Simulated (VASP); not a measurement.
## MgS: single point with PBE

The system is MgS.

```
CELL_PARAMETERS angstrom
4.03462 0.00000 0.00000
-2.01731 3.49409 0.00000
0.00000 0.00000 6.43229
ATOMIC_POSITIONS crystal
Mg 0.66667 0.33333 0.49575
Mg 0.33333 0.66667 0.99575
S 0.33333 0.66667 0.37924
S 0.66667 0.33333 0.87924
```

```
Program             : VASP 6.6.1
Task                : single point
Functional          : PBE
Potentials or basis : VASP PAW PBE potentials, release 64 (Mg, S)
Cutoff              : 600 eV
k mesh              : 3 × 3 × 2
Occupations         : gaussian, width 0.1 eV
Spin                : no spin polarisation
```

```
Pressure               : 1.1 GPa
Largest force          : 0.039 eV/Å
Band gap on the k mesh : 3.43 eV, direct
```

Forces on the atoms (eV/Å):
```
Mg   0.000  0.000  0.039
Mg   0.000  0.000  0.039
S    0.000  0.000 -0.039
S    0.000  0.000 -0.039
```

Stress tensor (GPa, compression positive):
```
1.45 0.00 0.00
0.00 1.45 0.00
0.00 0.00 0.54
```

Levels at points of the mesh, in eV from the valence-band top:
| k point | band 6 | band 7 | band 8 | band 9 | band 10 | band 11 |
| --- | --- | --- | --- | --- | --- | --- |
| (0.00, 0.00, 0.00) | -0.16 | -0.16 | 0.00 | 3.43 | 4.66 | 7.46 |
| (0.00, 0.00, 0.50) | -0.38 | -0.38 | -0.38 | 4.90 | 4.90 | 7.60 |

Run time: 28 s on 1 thread of Intel Xeon 8259CL (shared host), peak memory 0.22 GiB.

Caveat: the k points lie up to 0.60 Å⁻¹ apart.
